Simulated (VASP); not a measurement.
# HfSi (P4/mmm) in VASP: notebook, part 2 of 2

VASP 6.6.1. Earlier steps stand in the parts before.

## Step 4: Relaxation of cell and atoms, r2SCAN

The input, POSCAR:

```
HfSi
1.0
    2.9817508702      0.0000000000      0.0000000000
    0.0000000000      2.9817508702      0.0000000000
    0.0000000000      0.0000000000      3.9082234620
Hf Si
1 1
Direct
    0.5000000000      0.5000000000      0.5000000000
    0.0000000000      0.0000000000      0.0000000000
```

The input, INCAR.step1:

```
PREC = Accurate ; ENCUT = 600
ISMEAR = 0 ; SIGMA = 0.1
LREAL = False ; LASPH = True
NELM = 80 ; GGA = PE
ALGO = Normal ; EDIFF = 1E-4
LWAVE = True ; LCHARG = False
```

The input, INCAR.step2:

```
PREC = Accurate ; ENCUT = 600
EDIFF = 1E-6 ; ISMEAR = 0
SIGMA = 0.1 ; LREAL = False
LASPH = True ; NELM = 80
ALGO = Normal ; ISIF = 3
LWAVE = False ; LCHARG = False
METAGGA = R2SCAN ; LMIXTAU = True
IBRION = 2 ; NSW = 100
EDIFFG = -0.01 ; ISTART = 1
```

The input, KPOINTS:

```
regular mesh
0
Gamma
  18 18 14
```

Potentials or basis: VASP PAW PBE potentials, release 64 (Hf_pv, Si).

Started as:

```console
> cat potpaw_PBE.64/Hf_pv/POTCAR potpaw_PBE.64/Si/POTCAR > POTCAR
> cp INCAR.step1 INCAR
> mpirun -np 1 vasp_std > vasp.out
> cp INCAR.step2 INCAR
> mpirun -np 1 vasp_std > vasp.out
```

OUTCAR:

```text
PREC = Accurate
   ENCUT = 600
   EDIFF = 1E-6
   ISMEAR = 0
   LREAL = False
   LASPH = True
   NELM = 80
   ISIF = 3
   METAGGA = R2SCAN
   IBRION = 2
   NSW = 100
   EDIFFG = -0.01
   ISTART = 1

 ion  position               nearest neighbor table
   1  0.500  0.500  0.500-   2 2.87   2 2.87   2 2.87   2 2.87   2 2.87   2 2.87   2 2.87   2 2.87

   2  0.000  0.000  0.000-   1 2.87   1 2.87   1 2.87   1 2.87   1 2.87   1 2.87   1 2.87   1 2.87

  LATTYP: Found a simple tetragonal cell.
 ALAT       =     2.9817508702
 C/A-ratio  =     1.3107142857

  Lattice vectors:

 A1 = (   2.9817508702,   0.0000000000,   0.0000000000)
 A2 = (   0.0000000000,   2.9817508702,   0.0000000000)
 A3 = (   0.0000000000,   0.0000000000,   3.9082234620)

[... 337 lines left out ...]
 k-point     1 :       0.0000    0.0000    0.0000
  band No.  band energies     occupation
      1     -24.1685      2.00000
      2     -23.5974      2.00000
      3     -23.5974      2.00000
      4      -4.6548      2.00000
      5       4.5640      2.00000
      6       5.6683      2.00000
      7       6.2031      2.00000
      8      11.4022      0.00000
      9      11.4022      0.00000
     10      11.7580      0.00000
     11      11.7580      0.00000
[... 309 lines left out ...]
 k-point    24 :       0.3333    0.1111    0.0000
  band No.  band energies     occupation
      1     -24.2431      2.00000
      2     -24.0775      2.00000
      3     -23.6420      2.00000
      4      -2.2673      2.00000
      5       3.3131      2.00000
      6       4.9154      2.00000
      7       6.3880      2.00000
      8       9.1296      0.00000
      9      10.4316      0.00000
     10      11.2134      0.00000
     11      13.6255      0.00000

 [... further k-points ...]

------------------------ aborting loop because EDIFF is reached ----------------------------------------

  FORCE on cell =-STRESS in cart. coord.  units (eV):
  Direction    XX          YY          ZZ          XY          YZ          ZX
  --------------------------------------------------------------------------------------
  -------------------------------------------------------------------------------------
  Total        0.0189433      0.0189433     -0.0049188      0.0000000     -0.0000000      0.0000000
  in kB        0.8921142      0.8921142     -0.2316467      0.0000000     -0.0000000      0.0000000
  external PRESSURE =       0.5175272 kB  Pullay stress =       0.0000000 kB
[... 17 lines left out ...]
  FREE ENERGIE OF THE ION-ELECTRON SYSTEM (eV)
  ---------------------------------------------------
  free  energy   TOTEN  =       -54.7451528044 eV

  energy  without entropy=      -54.7416024176  energy(sigma->0) =      -54.74337761

 reached required accuracy - stopping structural energy minimisation
```

It took 61 min on 1 thread of Oxide Virtual Turin-like, shared host; peak memory 0.34 GiB.

Results:

* Free energy: -54.7452 eV
* Relaxed volume: 17.01 Å³/atom
* Relaxed cell: a = 2.965 Å, b = 2.965 Å, c = 3.871 Å, α = 90.00°, β = 90.00°, γ = 90.00°
* Space group after relaxing (to 0.1 Å): P4/mmm (No. 123)
* Energy gained by relaxing: 3.4 meV/atom
* Ionic steps: 5
* Pressure after relaxing: 0.1 GPa
* Band gap on the k mesh: zero (bands 7 and 8 overlap by 2.07 eV)

Step by step:
```
step  energy change (eV)  largest force (eV/Å)  pressure (GPa)  volume (Å³)
   1              0.0000                0.0000           -2.84        34.75
   2              0.0021                0.0000            3.54        33.22
   3             -0.0067                0.0000            0.00        34.03
   4             -0.0067                0.0000            0.06        34.01
   5             -0.0067                0.0000            0.05        34.02
```

Final structure:
```yaml
crystal:
  lattice:
    - [2.96465, 0.00000, 0.00000]
    - [0.00000, 2.96465, 0.00000]
    - [0.00000, 0.00000, 3.87078]
  atoms:
    - { symbol: Hf, position: [0.50000, 0.50000, 0.50000] }
    - { symbol: Si, position: [0.00000, 0.00000, 0.00000] }
```

Levels at points of the mesh, in eV from the Fermi level:
| k point | band 5 | band 6 | band 7 | band 8 | band 9 | band 10 |
| --- | --- | --- | --- | --- | --- | --- |
| (0.00, 0.00, 0.00) | -3.12 | -2.02 | -1.48 | 3.72 | 3.72 | 4.07 |
| (0.50, 0.00, 0.00) | -7.11 | -3.34 | -0.84 | 1.67 | 4.43 | 4.78 |
| (0.50, 0.50, 0.00) | -3.13 | -3.13 | -1.61 | -0.49 | -0.49 | 2.13 |
| (0.00, 0.00, 0.50) | -7.61 | -1.50 | 1.14 | 1.14 | 1.86 | 5.77 |
| (0.50, 0.00, 0.50) | -4.76 | -2.85 | -2.71 | 2.52 | 3.06 | 3.44 |
| (0.50, 0.50, 0.50) | -5.03 | -4.90 | -4.21 | 2.34 | 4.08 | 4.08 |

Caveat: the PAW data sets were made with another functional, which shifts forces and pressure a little; spin-orbit coupling is left out, which moves the levels of the heavy elements.

## Step 5: The runs side by side

| task | cell | k mesh | cutoff (eV) | gap on the mesh (eV) | pressure (GPa) |
| --- | --- | --- | --- | --- | --- |
| single point | a = 2.982, b = 2.982, c = 3.908 Å, 2 atoms | 6 × 6 × 6 | 520 | none | -2.2 |
| single point | a = 2.969, b = 2.969, c = 3.872 Å, 2 atoms | 18 × 18 × 14 | 520 | none | -0.4 |
| relaxation of cell and atoms | relaxed from a = 2.982, b = 2.982, c = 3.908 Å, 2 atoms | 18 × 18 × 14 | 600 | none | 0.1 |

Alike in all rows: level r2SCAN; potentials or basis VASP PAW PBE potentials, release 64 (Hf_pv, Si); no spin polarisation; smearing gaussian 0.1 eV.

Caveats: the PAW data sets were made with another functional, which shifts forces and pressure a little; spin-orbit coupling is left out, which moves the levels of the heavy elements.

Absolute energies hang on the potentials; compare differences alone.
